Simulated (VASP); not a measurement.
# AlCu (Pm-3m) in VASP: a series of runs

Runs on AlCu. Level: r2SCAN. Tasks: single point.

Everything below comes from runs of VASP 6.6.1. Logs are shortened: lines on timing, memory, paths and dates and some standing lists are left out, and cuts for length are marked.

## Step 1: The cell of the first run

The structure is cubic, space group Pm-3m (No. 221). The conventional cell has a = 2.998 Å, b = 2.998 Å, c = 2.998 Å, α = 90.00°, β = 90.00°, γ = 90.00°. Within 3.4 Å of Al (site symmetry m-3m) lie 8 Cu at 2.60 Å and 6 Al at 3.00 Å. Cu (site symmetry m-3m) has 8 Al at 2.60 Å and 6 Cu at 3.00 Å within 3.4 Å.

## Step 2: Single point, r2SCAN

The input, POSCAR:

```
AlCu
1.0
    2.9975090000      0.0000000000      0.0000000000
    0.0000000000      2.9975090000      0.0000000000
    0.0000000000      0.0000000000      2.9975090000
Al Cu
1 1
Direct
    0.0000000000      0.0000000000      0.0000000000
    0.5000000000      0.5000000000      0.5000000000
```

The input, INCAR.step1:

```
SYSTEM = AlCu
PREC = Accurate ; ENCUT = 520
ISMEAR = 0 ; SIGMA = 0.15
LREAL = .FALSE. ; LASPH = .TRUE.
NELM = 80 ; NBANDS = 14
GGA = PE ; ALGO = Normal
EDIFF = 1E-4 ; LWAVE = .TRUE.
LCHARG = .FALSE.
```

The input, INCAR.step2:

```
SYSTEM = AlCu
PREC = Accurate ; ENCUT = 520
EDIFF = 1E-6 ; ISMEAR = 0
SIGMA = 0.15 ; LREAL = .FALSE.
LASPH = .TRUE. ; NELM = 80
ALGO = Normal ; ISIF = 2
LWAVE = .FALSE. ; LCHARG = .FALSE.
METAGGA = R2SCAN ; LMIXTAU = .TRUE.
NBANDS = 14 ; ISTART = 1
```

The input, KPOINTS:

```
regular mesh
0
G
  16 16 16
  0 0 0
```

Potentials or basis: VASP PAW PBE potentials, release 64 (Al, Cu).

Launch:

```
> cat potpaw_PBE.64/Al/POTCAR potpaw_PBE.64/Cu/POTCAR > POTCAR
> cp INCAR.step1 INCAR
> mpirun -np 1 vasp_std > vasp.out
> cp INCAR.step2 INCAR
> mpirun -np 1 vasp_std > vasp.out
```

OUTCAR:

```text
SYSTEM = AlCu
   PREC = Accurate
   ENCUT = 520
   EDIFF = 1E-6
   ISMEAR = 0
   LREAL = .FALSE.
   LASPH = .TRUE.
   NELM = 80
   ISIF = 2
   METAGGA = R2SCAN
   ISTART = 1

 ion  position               nearest neighbor table
   1  0.000  0.000  0.000-   2 2.60   2 2.60   2 2.60   2 2.60   2 2.60   2 2.60   2 2.60   2 2.60

   2  0.500  0.500  0.500-   1 2.60   1 2.60   1 2.60   1 2.60   1 2.60   1 2.60   1 2.60   1 2.60

  LATTYP: Found a simple cubic cell.
 ALAT       =     2.9975090000

  Lattice vectors:

 A1 = (   2.9975090000,   0.0000000000,   0.0000000000)
 A2 = (   0.0000000000,   2.9975090000,   0.0000000000)
 A3 = (   0.0000000000,   0.0000000000,   2.9975090000)

Analysis of symmetry for initial positions (statically):
=====================================================================
 Subroutine PRICEL returns:
 Original cell was already a primitive cell.

 Routine SETGRP: Setting up the symmetry group for a
 simple cubic supercell.

 Subroutine GETGRP returns: Found 48 space group operations
 (whereof 48 operations were pure point group operations)
 out of a pool of 48 trial point group operations.

The static configuration has the point symmetry O_h .

Analysis of symmetry for dynamics (positions and initial velocities):
=====================================================================
 Subroutine PRICEL returns:
 Original cell was already a primitive cell.

 Routine SETGRP: Setting up the symmetry group for a
 simple cubic supercell.

 Subroutine GETGRP returns: Found 48 space group operations
 (whereof 48 operations were pure point group operations)
 out of a pool of 48 trial point group operations.

The dynamic configuration has the point symmetry O_h .

 Subroutine INISYM returns: Found 48 space group operations
 (whereof 48 operations are pure point group operations),
 and found     1 'primitive' translations

----------------------------------------------------------------------------------------

                                     Primitive cell

  volume of cell :      26.9328

  direct lattice vectors                    reciprocal lattice vectors
     2.997509000  0.000000000  0.000000000     0.333610341  0.000000000  0.000000000
     0.000000000  2.997509000  0.000000000     0.000000000  0.333610341  0.000000000
     0.000000000  0.000000000  2.997509000     0.000000000  0.000000000  0.333610341

  length of vectors
     2.997509000  2.997509000  2.997509000     0.333610341  0.333610341  0.333610341

  position of ions in fractional coordinates (direct lattice)
     0.000000000  0.000000000  0.000000000
     0.500000000  0.500000000  0.500000000

  ion indices of the primitive-cell ions
   primitive index   ion index
                 1           1
                 2           2

----------------------------------------------------------------------------------------

 KPOINTS: regular mesh

Automatic generation of k-mesh.
 Grid dimensions read from file:
 generate k-points for:   16   16   16

 Generating k-lattice:

  Cartesian coordinates                     Fractional coordinates (reciprocal lattice)
     0.020850646  0.000000000  0.000000000     0.062500000  0.000000000  0.000000000
     0.000000000  0.020850646  0.000000000     0.000000000  0.062500000  0.000000000
     0.000000000  0.000000000  0.020850646     0.000000000  0.000000000  0.062500000

  Length of vectors
     0.020850646  0.020850646  0.020850646

  Shift w.r.t. Gamma in fractional coordinates (k-lattice)
     0.000000000  0.000000000  0.000000000

 Subroutine IBZKPT returns following result:
 ===========================================

 Found    165 irreducible k-points:

 Following reciprocal coordinates:
            Coordinates               Weight
  0.000000  0.000000  0.000000      1.000000
  0.062500  0.000000  0.000000      6.000000
  0.125000  0.000000  0.000000      6.000000
  0.187500  0.000000  0.000000      6.000000
  0.250000  0.000000  0.000000      6.000000
  0.312500  0.000000  0.000000      6.000000
[... 16 lines left out ...]
  0.437500  0.125000  0.000000     24.000000
  0.500000  0.125000  0.000000     12.000000
 [... further k-points ...]
   k-points           NKPTS =    165   k-points in BZ     NKDIM =    165   number of bands    NBANDS=     14
   number of dos      NEDOS =    301   number of ions     NIONS =      2
   total plane-waves  NPLWV =  13824
   dimension x,y,z NGX =    24 NGY =   24 NGZ =   24
   dimension x,y,z NGXF=    48 NGYF=   48 NGZF=   48
   ions per type =               1   1
   NGX,Y,Z   is equivalent  to a cutoff of  13.31, 13.31, 13.31 a.u.
   NGXF,Y,Z  is equivalent  to a cutoff of  26.62, 26.62, 26.62 a.u.
 SYSTEM =  AlCu
   PREC   = accura    normal or accurate (medium, high low for compatibility)
   ISTART =      1    job   : 0-new  1-cont  2-samecut
   ICHARG =      0    charge: 1-file 2-atom 10-const
   ISPIN  =      1    spin polarized calculation?
   LNONCOLLINEAR =      F non collinear calculations
   LSORBIT =      F    spin-orbit coupling
   LASPH  =      T    aspherical Exc in radial PAW
   ENCUT  =  520.0 eV  38.22 Ry    6.18 a.u.   5.57  5.57  5.57*2*pi/ulx,y,z
   NELM   =     80;   NELMIN=  2; NELMDL=  0     # of ELM steps
   EDIFF  = 0.1E-05   stopping-criterion for ELM
   LREAL  =      F    real-space projection
   EDIFFG = 0.1E-04   stopping-criterion for IOM
   NSW    =      0    number of steps for IOM
   IBRION =     -1    ionic relax: 0-MD 1-quasi-New 2-CG
   NFREE  =      0    steps in history (QN), initial steepest desc. (CG)
   ISIF   =      2    stress and relaxation
   ISYM   =      2    0-nonsym 1-usesym 2-fastsym
   POTIM  = 0.5000    time-step for ionic-motion
   TEBEG  =    0.0;   TEEND  =   0.0 temperature during run
   PSTRESS=    0.0 pullay stress
   NELECT =      14.0000    total number of electrons
   NUPDOWN=      -1.0000    fix difference up-down
   EMIN   =  10.00;   EMAX   =-10.00  energy-range for DOS
   EFERMI =   0.00;   METHOD = LEGACY
   ISMEAR =     0;   SIGMA  =   0.15  broadening in eV -4-tet -1-fermi 0-gaus
   EFERMI_NEDOS =   21; number of points for ismear=-14 and -15
   IALGO  =     38    algorithm
   IMIX   =      4    mixing-type and parameters
     AMIX     =   0.40;   BMIX     =  1.00
     AMIX_MAG =   1.60;   BMIX_MAG =  1.00
  volume/ion in A,a.u.               =      13.47        90.88
  Fermi-wavevector in a.u.,A,eV,Ry     =   1.316306  2.487459 23.574307  1.732663
  Thomas-Fermi vector in A             =   2.446428
   LORBIT       =      0    0 simple, 1 ext, 2 COOP (PROOUT), +10 PAW based schemes
   METAGGA = R2SCAN    functional components
   LHFCALC =     F    Hartree Fock is set to
   AEXX    =    0.0000 exact exchange contribution
   IVDW    =     0    specifies the selected vdW correction
   LEPSILON=     F    determine dielectric tensor
   LRPA    =     F    only Hartree local field effects (RPA)
 non-spin polarized calculation
 Gauss-broadening in eV      SIGMA  =   0.15
  energy-cutoff  :      520.00
  volume of cell :       26.93
 maximum number of plane-waves:       743
 NGX is ok and might be reduce to    24
   NGX = 11   NGY = 11   NGZ = 11

 number of electron      14.0000020 magnetization

 Free energy of the ion-electron system (eV)
  ---------------------------------------------------
  ext. energy  EPLUGINS =         0.00000000
  ---------------------------------------------------
  free energy    TOTEN  =       -17.88901119 eV

  energy without entropy =      -17.88269941  energy(sigma->0) =      -17.88585530

 E-fermi :   9.0658     XC(G=0): -12.4257

 val. band max:        9.0490027549   @ k =   0.4375   0.4375   0.2500
 cond. band min:       9.0773379997   @ k =   0.3750   0.3750   0.1875
 fundamental gap:      0.0283352447
 Fermi energy:         9.0658061843

 k-point     1 :       0.0000    0.0000    0.0000
  band No.  band energies     occupation
      1      -3.0995      2.00000
      2       3.9045      2.00000
      3       3.9045      2.00000
      4       4.9954      2.00000
      5       4.9954      2.00000
      6       4.9954      2.00000
      7      13.1219      0.00000
      8      13.1219      0.00000
      9      13.1219      0.00000
     10      15.4823      0.00000
     11      15.4823      0.00000
     12      20.1129      0.00000
     13      28.3807      0.00000
     14      28.3807      0.00000

 k-point     2 :       0.0625    0.0000    0.0000
  band No.  band energies     occupation
      1      -3.0297      2.00000
      2       3.9069      2.00000
      3       3.9150      2.00000
      4       4.9763      2.00000
      5       4.9763      2.00000
      6       4.9975      2.00000
      7      12.2177      0.00000
      8      13.2059      0.00000
      9      13.2059      0.00000
     10      15.5087      0.00000
     11      16.2784      0.00000
     12      20.3894      0.00000
     13      27.4809      0.00000
     14      27.4809      0.00000

 k-point     3 :       0.1250    0.0000    0.0000
  band No.  band energies     occupation
      1      -2.8211      2.00000
      2       3.9069      2.00000
      3       3.9451      2.00000
      4       4.9229      2.00000
      5       4.9229      2.00000
      6       5.0033      2.00000
      7      10.7042      0.00000
      8      13.4543      0.00000
      9      13.4543      0.00000
     10      15.5870      0.00000
     11      17.3923      0.00000
     12      21.2975      0.00000
     13      25.9460      0.00000
     14      25.9460      0.00000
[... 324 lines left out ...]
 k-point    23 :       0.4375    0.1250    0.0000
  band No.  band energies     occupation
      1       0.4123      2.00000
      2       2.2080      2.00000
      3       4.2207      2.00000
      4       4.5608      2.00000
      5       4.5760      2.00000
      6       4.9858      2.00000
      7       5.8177      2.00000
      8      13.9445      0.00000
      9      15.8877      0.00000
     10      17.0600      0.00000
     11      18.8917      0.00000
     12      19.1975      0.00000
     13      22.2227      0.00000
     14      23.3681      0.00000

 k-point    24 :       0.5000    0.1250    0.0000
  band No.  band energies     occupation
      1       1.2437      2.00000
      2       1.3662      2.00000
      3       4.2359      2.00000
      4       4.5520      2.00000
      5       4.5608      2.00000
      6       4.9881      2.00000
      7       5.7113      2.00000
      8      14.5492      0.00000
      9      15.2399      0.00000
     10      17.9009      0.00000
     11      18.2546      0.00000
     12      18.9460      0.00000
     13      22.2355      0.00000
     14      23.4376      0.00000

 [... further k-points ...]

------------------------ aborting loop because EDIFF is reached ----------------------------------------

  FORCE on cell =-STRESS in cart. coord.  units (eV):
  Direction    XX          YY          ZZ          XY          YZ          ZX
  --------------------------------------------------------------------------------------
  -------------------------------------------------------------------------------------
  Total       -0.8172182     -0.8172182     -0.8172182     -0.0000000      0.0000000     -0.0000000
  in kB      -48.6146443    -48.6146443    -48.6146443     -0.0000000      0.0000000     -0.0000000
  external PRESSURE =     -48.6146443 kB  Pullay stress =       0.0000000 kB

 VOLUME and BASIS-vectors are now :
 -----------------------------------------------------------------------------
  energy-cutoff  :      520.00
  volume of cell :       26.93
      direct lattice vectors                 reciprocal lattice vectors
     2.997509000  0.000000000  0.000000000     0.333610341  0.000000000  0.000000000
     0.000000000  2.997509000  0.000000000     0.000000000  0.333610341  0.000000000
     0.000000000  0.000000000  2.997509000     0.000000000  0.000000000  0.333610341

 POSITION                                       TOTAL-FORCE (eV/Angst)
 -----------------------------------------------------------------------------------
      0.00000      0.00000      0.00000         0.000000      0.000000      0.000000
      1.49875      1.49875      1.49875         0.000000      0.000000      0.000000
 -----------------------------------------------------------------------------------
    total drift:                                0.000000      0.000000     -0.000000

  FREE ENERGIE OF THE ION-ELECTRON SYSTEM (eV)
  ---------------------------------------------------
  free  energy   TOTEN  =       -17.8890111939 eV

  energy  without entropy=      -17.8826994108  energy(sigma->0) =      -17.88585530
```

Wall time 2.1 min (1 thread of AMD EPYC 9R45 (Zen 5), shared host); peak memory 0.16 GiB.

Results:

```
Free energy            : -17.8890 eV
Pressure               : -4.9 GPa
Band gap on the k mesh : zero (band 7 reaches 13.12 eV, above the bottom of band 8 at 8.18 eV)
```

Caveat: the PAW data sets were made with another functional, which shifts forces and pressure a little.

## Step 3: Single point, r2SCAN

POSCAR is that of step 2.

The input, INCAR.step1:

```
SYSTEM = AlCu
  ALGO = Normal
  EDIFF = 1E-4
  ENCUT = 520
  GGA = PE
  ISMEAR = 0
  LASPH = .TRUE.
  LCHARG = .FALSE.
  LREAL = .FALSE.
  LWAVE = .TRUE.
  NBANDS = 14
  NELM = 60
  PREC = Accurate
  SIGMA = 0.15
```

The input, INCAR.step2:

```
SYSTEM = AlCu
  ALGO = Normal
  EDIFF = 1E-7
  ENCUT = 520
  ISIF = 2
  ISMEAR = 0
  ISTART = 1
  LASPH = .TRUE.
  LCHARG = .FALSE.
  LMIXTAU = .TRUE.
  LREAL = .FALSE.
  LWAVE = .FALSE.
  METAGGA = R2SCAN
  NBANDS = 14
  NELM = 60
  PREC = Accurate
  SIGMA = 0.15
```

The input, KPOINTS:

```
k-points
0
G
  18 18 18
  0 0 0
```

Potentials or basis: VASP PAW PBE potentials, release 64 (Al, Cu).

Launch:

```
> cat potpaw_PBE.64/Al/POTCAR potpaw_PBE.64/Cu/POTCAR > POTCAR
> cp INCAR.step1 INCAR
> mpirun -np 1 vasp_std > vasp.out
> cp INCAR.step2 INCAR
> mpirun -np 1 vasp_std > vasp.out
```

Wall time 2.8 min (1 thread of Intel Xeon Platinum 8488C (Sapphire Rapids), shared host); peak memory 0.2 GiB.

Results (log left out):

```
Free energy            : -17.8868 eV
Pressure               : -5.1 GPa
Band gap on the k mesh : zero (band 7 reaches 13.12 eV, above the bottom of band 8 at 8.18 eV)
```

Levels at points of the mesh, in eV from the Fermi level:
```tsv
k point	band 3	band 4	band 5	band 6	band 7	band 8	band 9	band 10	band 11	band 12
(0.00, 0.00, 0.00)	-5.11	-4.02	-4.02	-4.02	4.12	4.12	4.12	6.47	6.47	11.11
(0.50, 0.00, 0.00)	-4.83	-4.47	-4.47	-3.97	-3.31	7.50	8.51	8.51	9.09	9.09
(0.50, 0.50, 0.00)	-4.36	-4.36	-3.99	-3.99	-3.68	-0.83	-0.03	10.96	13.43	13.43
(0.50, 0.50, 0.50)	-5.67	-3.66	-3.66	0.74	0.74	0.74	2.24	2.24	2.24	2.42
```

Caveat: the PAW data sets were made with another functional, which shifts forces and pressure a little.
